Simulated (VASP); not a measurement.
# Si2W (I4/mmm) in VASP: a series of runs, part 2 of 2

VASP 6.6.1.

## Step 3: Relaxation of shape and atoms at fixed volume, PBEsol (12.16 Å³/atom)

This run uses another cell than the first one, of 12.16 Å³/atom.

Input file INCAR:

```
PREC     = Accurate       # precision mode
ENCUT    = 600            # plane-wave cutoff, eV
EDIFF    = 1E-7           # SCF threshold, eV
ISMEAR   = 0              # smearing method
SIGMA    = 0.1            # smearing width, eV
LREAL    = F              # projectors in reciprocal space
LASPH    = T              # aspherical terms in the spheres
NELM     = 60             # most SCF steps
ALGO     = Normal         # electronic algorithm
ISIF     = 4              # what is computed and relaxed
LWAVE    = F              # write WAVECAR
LCHARG   = F              # write CHGCAR
GGA      = PS             # functional
IBRION   = 2              # ionic algorithm
NSW      = 50             # ionic steps
EDIFFG   = -0.01          # ionic threshold
```

Input file KPOINTS:

```
Automatic mesh
0
Gamma
  18 18 18
```

Input file POSCAR:

```
Si2W
1.0
   -1.5492752082      1.5492752082      3.7990211206
    1.5492752082     -1.5492752082      3.7990211206
    1.5492752082      1.5492752082     -3.7990211206
Si W
2 1
Direct
    0.3336294387      0.3336294387      0.0000000000
    0.6663705613      0.6663705613      0.0000000000
    0.0000000000      0.0000000000      0.0000000000
```

Potentials or basis: VASP PAW PBE potentials, release 64 (Si, W_sv).

Launch:

```sh
$ cat potpaw_PBE.64/Si/POTCAR potpaw_PBE.64/W_sv/POTCAR > POTCAR
$ mpirun -np 1 vasp_std > vasp.out
```

OUTCAR:

```text
PREC = Accurate
   ENCUT = 600
   EDIFF = 1E-7
   ISMEAR = 0
   LREAL = F
   LASPH = T
   NELM = 60
   ISIF = 4
   GGA = PS
   IBRION = 2
   NSW = 50
   EDIFFG = -0.01

 ion  position               nearest neighbor table
   1  0.334  0.334  0.000-   2 2.53   3 2.53   3 2.53   3 2.53   3 2.53   2 2.53   2 2.53   2 2.53
                             2 2.53   3 2.53
   2  0.666  0.666  0.000-   1 2.53   3 2.53   3 2.53   3 2.53   3 2.53   1 2.53   1 2.53   1 2.53
                             1 2.53   3 2.53
   3  0.000  0.000  0.000-   2 2.53   2 2.53   2 2.53   1 2.53   2 2.53   1 2.53   1 2.53   1 2.53
                             1 2.53   2 2.53

  LATTYP: Found a body centered tetragonal cell.
 ALAT       =     3.0985504164
 C/A-ratio  =     2.4521280019

  Lattice vectors:

 A1 = (  -1.5492752082,   1.5492752082,   3.7990211206)
 A2 = (   1.5492752082,  -1.5492752082,   3.7990211206)
 A3 = (   1.5492752082,   1.5492752082,  -3.7990211206)

Analysis of symmetry for initial positions (statically):
=====================================================================
 Subroutine PRICEL returns:
 Original cell was already a primitive cell.

 Routine SETGRP: Setting up the symmetry group for a
 body centered tetragonal supercell.

 Subroutine GETGRP returns: Found 16 space group operations
 (whereof 16 operations were pure point group operations)
 out of a pool of 16 trial point group operations.
[... 315 lines left out ...]

 Free energy of the ion-electron system (eV)
  ---------------------------------------------------
  ext. energy  EPLUGINS =         0.00000000
  ---------------------------------------------------
  free energy    TOTEN  =       -26.35284889 eV

  energy without entropy =      -26.35178764  energy(sigma->0) =      -26.35231827

 E-fermi :  13.4117     XC(G=0): -13.1054

 val. band max:       13.3910264225   @ k =  -0.3889  -0.3889   0.3333
 cond. band min:      13.4269596659   @ k =  -0.4444   0.4444   0.3333
 fundamental gap:      0.0359332434
 Fermi energy:        13.4117005604

 k-point     1 :       0.0000    0.0000    0.0000
  band No.  band energies     occupation
      1     -60.1725      2.00000
      2     -24.5701      2.00000
      3     -24.4586      2.00000
      4     -24.4586      2.00000
      5      -1.5715      2.00000
      6       5.8586      2.00000
      7       9.5357      2.00000
      8       9.7012      2.00000
      9      10.2715      2.00000
     10      10.2715      2.00000
     11      14.1931      0.00000
     12      15.8649      0.00000
     13      16.8660      0.00000
     14      16.9622      0.00000
[... 401 lines left out ...]
      2     -24.5991      2.00000
      3     -24.5569      2.00000
      4     -24.4557      2.00000
      5      -0.5709      2.00000
      6       6.1689      2.00000
      7       7.5218      2.00000
      8       9.4168      2.00000
      9      10.2520      2.00000
     10      11.1015      2.00000
     11      11.8996      2.00000
     12      15.4129      0.00000
     13      16.2246      0.00000
     14      18.1000      0.00000
     15      18.4438      0.00000

 [... further k-points ...]

------------------------ aborting loop because EDIFF is reached ----------------------------------------

  FORCE on cell =-STRESS in cart. coord.  units (eV):
  Direction    XX          YY          ZZ          XY          YZ          ZX
  --------------------------------------------------------------------------------------
  -------------------------------------------------------------------------------------
  Total        6.2242948      6.2242948      6.2257181      0.0000000      0.0000000      0.0000000
  in kB      273.4084263    273.4084263    273.4709460      0.0000000      0.0000000      0.0000000
  external PRESSURE =     273.4292662 kB  Pullay stress =       0.0000000 kB
[... 18 lines left out ...]
  FREE ENERGIE OF THE ION-ELECTRON SYSTEM (eV)
  ---------------------------------------------------
  free  energy   TOTEN  =       -26.3528488916 eV

  energy  without entropy=      -26.3517876427  energy(sigma->0) =      -26.35231827

 reached required accuracy - stopping structural energy minimisation
```

OSZICAR:

```text
N       E                     dE             d eps       ncg     rms          rms(c)
DAV:   1     0.139096390188E+03    0.13910E+03   -0.12273E+04 14400   0.166E+03
DAV:   2    -0.225020834810E+02   -0.16160E+03   -0.15934E+03 16388   0.393E+02
DAV:   3    -0.271153845972E+02   -0.46133E+01   -0.45033E+01 19048   0.554E+01
[... 35 lines left out ...]
       N       E                     dE             d eps       ncg     rms          rms(c)
DAV:   1    -0.263528618153E+02   -0.21394E-04   -0.59238E-04 16640   0.222E-01    0.187E-02
DAV:   2    -0.263528515841E+02    0.10231E-04   -0.26450E-05 16801   0.418E-02    0.963E-03
DAV:   3    -0.263528489838E+02    0.26003E-05   -0.60096E-06 18285   0.189E-02    0.260E-03
DAV:   4    -0.263528488916E+02    0.92188E-07   -0.42013E-07 15821   0.533E-03
   5 F= -.26352849E+02 E0= -.26352318E+02  d E =-.259624E-04
```

It took 15 min on 1 thread of Intel Xeon Platinum 8488C (Sapphire Rapids), shared host; peak memory 0.46 GiB.

Results:

```
Free energy               : -26.3528 eV
Energy gained by relaxing : 0.2 meV/atom
Ionic steps               : 5
Pressure after relaxing   : 27.3 GPa
Band gap on the k mesh    : zero (bands 11 and 12 overlap by 1.56 eV)
```

Step by step:
```tsv
step	energy change (eV)	largest force (eV/Å)	pressure (GPa)	volume (Å³)
1	0.0000	0.1018	27.50	36.47
2	-0.0004	0.0221	27.26	36.47
3	-0.0006	0.0199	27.34	36.47
4	-0.0006	0.0114	27.34	36.47
5	-0.0006	0.0001	27.34	36.47
```

Final structure:
```
CELL_PARAMETERS angstrom
-1.54808 1.54808 3.80487
1.54808 -1.54808 3.80487
1.54808 1.54808 -3.80487
ATOMIC_POSITIONS crystal
Si 0.33311 0.33311 0.00000
Si 0.66689 0.66689 0.00000
W 0.00000 0.00000 0.00000
```

Caveat: the PAW data sets were made with another functional, which shifts forces and pressure a little; spin-orbit coupling is left out, which moves the levels of the heavy elements.

## Step 4: Single point, PBEsol

This run uses another cell than the first one, of 13.36 Å³/atom.

Input file INCAR:

```
PREC = Accurate ; ENCUT = 520
EDIFF = 1E-7 ; ISMEAR = 0
SIGMA = 0.1 ; LREAL = F
LASPH = T ; NELM = 80
ALGO = Normal ; ISIF = 2
LWAVE = F ; LCHARG = T
GGA = PS ; LELF = T
LVHAR = T ; NBANDS = 18
```

KPOINTS is that of step 3.

Input file POSCAR:

```
Si2W
1.0
   -1.6012849238      1.6012849238      3.9079610700
    1.6012849238     -1.6012849238      3.9079610700
    1.6012849238      1.6012849238     -3.9079610700
Si W
2 1
Direct
    0.3345424480      0.3345424480      0.0000000000
    0.6654575520      0.6654575520      0.0000000000
    0.0000000000      0.0000000000      0.0000000000
```

Potentials or basis: VASP PAW PBE potentials, release 64 (Si, W_sv).

Launch:

```sh
$ cat potpaw_PBE.64/Si/POTCAR potpaw_PBE.64/W_sv/POTCAR > POTCAR
$ mpirun -np 1 vasp_std > vasp.out
```

OUTCAR:

```text
PREC = Accurate
   ENCUT = 520
   EDIFF = 1E-7
   ISMEAR = 0
   LREAL = F
   LASPH = T
   NELM = 80
   ISIF = 2
   GGA = PS

 ion  position               nearest neighbor table
   1  0.335  0.335  0.000-   2 2.59   3 2.61   3 2.61   3 2.61   3 2.61   3 2.61   2 2.62   2 2.62
                             2 2.62   2 2.62
   2  0.665  0.665  0.000-   1 2.59   3 2.61   3 2.61   3 2.61   3 2.61   3 2.61   1 2.62   1 2.62
                             1 2.62   1 2.62
   3  0.000  0.000  0.000-   2 2.61   2 2.61   1 2.61   2 2.61   1 2.61   1 2.61   2 2.61   1 2.61
[... 705 lines left out ...]
  Direction    XX          YY          ZZ          XY          YZ          ZX
  --------------------------------------------------------------------------------------
  -------------------------------------------------------------------------------------
  Total        0.0905720      0.0905720      0.0771972      0.0000000     -0.0000000      0.0000000
  in kB        3.6204061      3.6204061      3.0857775      0.0000000     -0.0000000      0.0000000
  external PRESSURE =       3.4421966 kB  Pullay stress =       0.0000000 kB

 VOLUME and BASIS-vectors are now :
 -----------------------------------------------------------------------------
  energy-cutoff  :      520.00
  volume of cell :       40.08
      direct lattice vectors                 reciprocal lattice vectors
    -1.601284924  1.601284924  3.907961070     0.000000000  0.312249240  0.127943956
     1.601284924 -1.601284924  3.907961070     0.312249240  0.000000000  0.127943956
     1.601284924  1.601284924 -3.907961070     0.312249240  0.312249240  0.000000000

 POSITION                                       TOTAL-FORCE (eV/Angst)
 -----------------------------------------------------------------------------------
      0.00000      0.00000      2.61476         0.000000      0.000000     -0.008226
      0.00000      0.00000      5.20116        -0.000000     -0.000000      0.008226
      0.00000      0.00000      0.00000         0.000000      0.000000      0.000000
 -----------------------------------------------------------------------------------
    total drift:                                0.000000      0.000000      0.000000

  FREE ENERGIE OF THE ION-ELECTRON SYSTEM (eV)
  ---------------------------------------------------
  free  energy   TOTEN  =       -26.6407241667 eV

  energy  without entropy=      -26.6398371362  energy(sigma->0) =      -26.64028065
```

stdout:

```text
POSCAR found type information on POSCAR SiW
 POSCAR found :  2 types and       3 ions
 scaLAPACK will be used
 -----------------------------------------------------------------------------
|                                                                             |
|                                                                             |
|     You enforced a specific xc type in the INCAR file but a different       |
|     I HOPE YOU KNOW WHAT YOU ARE DOING!                                     |
|                                                                             |
 -----------------------------------------------------------------------------

 LDA part: xc-table for (Slater+PW92), standard interpolation
 POSCAR, INCAR and KPOINTS ok, starting setup
 FFT: planning ... GRIDC
 FFT: planning ... GRID_SOFT
 FFT: planning ... GRID
 WAVECAR not read
 entering main loop
```

It took 9.5 min on 1 thread of Intel Xeon Platinum 8375C at 2.90GHz (Ice Lake), shared host; peak memory 0.46 GiB.

Results:

| Quantity | Value |
| --- | --- |
| Free energy | -26.6407 eV |
| Pressure | 0.3 GPa |
| Largest force | 0.008 eV/Å |
| Band gap on the k mesh | zero (bands 11 and 12 overlap by 1.30 eV) |

Forces on the atoms (eV/Å):
```
Si   0.000  0.000 -0.008
Si   0.000  0.000  0.008
W    0.000  0.000  0.000
```

Caveat: the PAW data sets were made with another functional, which shifts forces and pressure a little; spin-orbit coupling is left out, which moves the levels of the heavy elements.

## Step 5: Single point, PBEsol

This run uses another cell than the first one, of 13.48 Å³/atom.

Input file INCAR:

```
SYSTEM = Si2W
PREC = Accurate ; ENCUT = 520
EDIFF = 1E-7 ; ISMEAR = 0
SIGMA = 0.1 ; LREAL = .False.
LASPH = .True. ; NELM = 80
ALGO = Normal ; ISIF = 2
LWAVE = .False. ; LCHARG = .False.
GGA = PS ; NBANDS = 18
```

Input file KPOINTS:

```
regular mesh
0
Gamma
  18 18 18
  0 0 0
```

Input file POSCAR:

```
Si2W
1.0
   -1.6069000000      1.6069000000      3.9149500000
    1.6069000000     -1.6069000000      3.9149500000
    1.6069000000      1.6069000000     -3.9149500000
Si W
2 1
Direct
    0.3347000000      0.3347000000      0.0000000000
    0.6653000000      0.6653000000      0.0000000000
    0.0000000000      0.0000000000      0.0000000000
```

Potentials or basis: VASP PAW PBE potentials, release 64 (Si, W_sv).

Launch:

```sh
$ cat potpaw_PBE.64/Si/POTCAR potpaw_PBE.64/W_sv/POTCAR > POTCAR
$ mpirun -np 1 vasp_std > vasp.out
```

OUTCAR:

```text
SYSTEM = Si2W
   PREC = Accurate
   ENCUT = 520
   EDIFF = 1E-7
   ISMEAR = 0
   LREAL = .False.
   LASPH = .True.
   NELM = 80
   ISIF = 2
   GGA = PS

 ion  position               nearest neighbor table
   1  0.335  0.335  0.000-   2 2.59   3 2.62   3 2.62   3 2.62   3 2.62   3 2.62   2 2.63   2 2.63
                             2 2.63   2 2.63
   2  0.665  0.665  0.000-   1 2.59   3 2.62   3 2.62   3 2.62   3 2.62   3 2.62   1 2.63   1 2.63
                             1 2.63   1 2.63
   3  0.000  0.000  0.000-   2 2.62   2 2.62   2 2.62   1 2.62   2 2.62   1 2.62   1 2.62   1 2.62
                             1 2.62   2 2.62

  LATTYP: Found a body centered tetragonal cell.
 ALAT       =     3.2138000000
 C/A-ratio  =     2.4363370465

  Lattice vectors:

 A1 = (  -1.6069000000,   1.6069000000,   3.9149500000)
 A2 = (   1.6069000000,  -1.6069000000,   3.9149500000)
 A3 = (   1.6069000000,   1.6069000000,  -3.9149500000)

Analysis of symmetry for initial positions (statically):
=====================================================================
 Subroutine PRICEL returns:
 Original cell was already a primitive cell.

 Routine SETGRP: Setting up the symmetry group for a
[... 174 lines left out ...]
 cond. band min:      11.9062337951   @ k =  -0.3889  -0.4444   0.3889
 fundamental gap:      0.0716867772
 Fermi energy:        11.8563096181

 k-point     1 :       0.0000    0.0000    0.0000
  band No.  band energies     occupation
      1     -61.9465      2.00000
      2     -26.2107      2.00000
      3     -26.1897      2.00000
      4     -26.1897      2.00000
      5      -2.2103      2.00000
      6       4.9976      2.00000
[... 481 lines left out ...]
      5      -1.3004      2.00000
      6       5.1299      2.00000
[... 10 lines left out ...]
     17      18.1704      0.00000
     18      20.0688      0.00000

 [... further k-points ...]

------------------------ aborting loop because EDIFF is reached ----------------------------------------

  FORCE on cell =-STRESS in cart. coord.  units (eV):
  Direction    XX          YY          ZZ          XY          YZ          ZX
  --------------------------------------------------------------------------------------
  -------------------------------------------------------------------------------------
  Total       -0.4494847     -0.4494847     -0.3446613      0.0000000      0.0000000     -0.0000000
  in kB      -17.8099060    -17.8099060    -13.6564915      0.0000000      0.0000000     -0.0000000
  external PRESSURE =     -16.4254345 kB  Pullay stress =       0.0000000 kB

 VOLUME and BASIS-vectors are now :
 -----------------------------------------------------------------------------
  energy-cutoff  :      520.00
  volume of cell :       40.44
      direct lattice vectors                 reciprocal lattice vectors
    -1.606900000  1.606900000  3.914950000     0.000000000  0.311158131  0.127715552
     1.606900000 -1.606900000  3.914950000     0.311158131  0.000000000  0.127715552
     1.606900000  1.606900000 -3.914950000     0.311158131  0.311158131  0.000000000

 POSITION                                       TOTAL-FORCE (eV/Angst)
 -----------------------------------------------------------------------------------
      0.00000      0.00000      2.62067        -0.000000     -0.000000     -0.011655
      0.00000      0.00000      5.20923        -0.000000     -0.000000      0.011655
      0.00000      0.00000      0.00000         0.000000      0.000000     -0.000000
 -----------------------------------------------------------------------------------
    total drift:                               -0.000000     -0.000000      0.000000

  FREE ENERGIE OF THE ION-ELECTRON SYSTEM (eV)
  ---------------------------------------------------
  free  energy   TOTEN  =       -26.6392845341 eV

  energy  without entropy=      -26.6383971254  energy(sigma->0) =      -26.63884083
```

Wall time 9.7 min (1 thread of Intel Xeon Platinum 8375C at 2.90GHz (Ice Lake), shared host); peak memory 0.46 GiB.

What came out:

| Property | Result |
| --- | --- |
| Free energy | -26.6393 eV |
| Pressure | -1.6 GPa |
| Largest force | 0.012 eV/Å |
| Band gap on the k mesh | zero (bands 11 and 12 overlap by 1.27 eV) |

Forces on the atoms (eV/Å):
```
Si   0.000  0.000 -0.012
Si   0.000  0.000  0.012
W    0.000  0.000  0.000
```

Stress tensor (GPa, compression positive):
```
-1.78  0.00  0.00
 0.00 -1.78  0.00
 0.00  0.00 -1.37
```

Caveat: the PAW data sets were made with another functional, which shifts forces and pressure a little; spin-orbit coupling is left out, which moves the levels of the heavy elements.

## Step 6: The runs side by side

```csv
task,cell,cutoff (eV),gap on the mesh (eV),pressure (GPa),largest force (eV/Å)
relaxation of shape and atoms at fixed volume,"relaxed from a = 4.342 Å, angles 138.7, 138.7, 59.8°, 3 atoms, atomic positions A",600,none,39.6,-
relaxation of shape and atoms at fixed volume,"relaxed from a = 4.386 Å, angles 138.6, 138.6, 59.9°, 3 atoms, atomic positions B",600,none,27.3,-
single point,"a = 4.517 Å, angles 138.5, 138.5, 60.2°, 3 atoms, atomic positions C",520,none,0.3,0.01
single point,"a = 4.527 Å, angles 138.4, 138.4, 60.3°, 3 atoms, atomic positions D",520,none,-1.6,0.01
```

Alike in all rows: level PBEsol; potentials or basis VASP PAW PBE potentials, release 64 (Si, W_sv); no spin polarisation; k mesh 18 × 18 × 18; smearing gaussian 0.1 eV.

Caveats: the PAW data sets were made with another functional, which shifts forces and pressure a little; spin-orbit coupling is left out, which moves the levels of the heavy elements.

Absolute energies hang on the potentials; compare differences alone.

The gap in the log of VASP goes by the Fermi energy; the results here count the filled bands.